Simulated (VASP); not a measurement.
Wanted: the native input for a VASP 6.6.1 run.

* Task: single point
* Functional: PBE
* Dispersion: D3(BJ)
* Potentials or basis: VASP PAW PBE potentials, release 64 (Mg, O)
* Cutoff: 520 eV
* k mesh: 2 × 2 × 2
* Occupations: fermi-dirac, width 0.05 eV
* Spin: no spin polarisation
* Dipole correction: no
* Further INCAR settings: LREAL = Auto; ALGO = Normal; EDIFF = 1e-06; NBANDS = 46

The structure of MgO lies in POSCAR:

```
MgO
1.0
    0.0000000000      4.2251000000      4.2251000000
    4.2251000000      0.0000000000      4.2251000000
    4.2251000000      4.2251000000      0.0000000000
Mg O
8 8
Direct
    0.0164493148      0.0535608625     -0.0487089063
    0.0098932570      0.0220586495      0.4687936380
    0.0349814206      0.5293365837     -0.0666493101
    0.0313602045      0.5456912262      0.4370310762
    0.5113843459      0.0204137180     -0.0561998533
    0.5015384251      0.0385671345      0.4327589880
    0.5099405931      0.5354074460     -0.0597263970
    0.5027809993      0.5365316797      0.4590897257
    0.2558992687      0.3025017159      0.1845163428
    0.2623961563      0.2829873849      0.6940545786
    0.2979811129      0.7630115264      0.2098648553
    0.2652244917      0.8033892689      0.7038413292
    0.7581477361      0.3103713522      0.2277224208
    0.7259946510      0.3133653641      0.6961965397
    0.7847388227      0.8131405174      0.1817235095
    0.7855198694      0.7904428298      0.6822560413
```

These files were run (other wordings do the same):

INCAR

```
SYSTEM = MgO
PREC = Accurate
ENCUT = 520
EDIFF = 1E-6
ISMEAR = -1
SIGMA = 0.05
LREAL = Auto
LASPH = .True.
NELM = 80
ALGO = Normal
ISIF = 2
LWAVE = .False.
LCHARG = .False.
GGA = PE
IVDW = 12
NBANDS = 46
```

KPOINTS

```
Automatic mesh
0
Gamma
  2 2 2
  0 0 0
```

Potentials or basis: VASP PAW PBE potentials, release 64 (Mg, O).

Command:

```bash
$ cat potpaw_PBE.64/Mg/POTCAR potpaw_PBE.64/O/POTCAR > POTCAR
$ mpirun -np 1 vasp_std > vasp.out
```

It gave:

The pressure is 1.2 GPa, the largest force is 2.911 eV/Å and the band gap on the k mesh is 4.26 eV, direct. The dispersion energy per atom is -0.290 eV.

Caveat: the k points lie up to 0.64 Å⁻¹ apart; forces of over 1 eV/Å act on the atoms, so gaps and moduli don't describe the material at rest.

Run time: 2.8 min on 1 thread of Intel(R) Xeon(R) Platinum 8259CL CPU @ 2.50GHz (Skylake/Cascade Lake), on a shared host, peak memory 0.32 GiB.
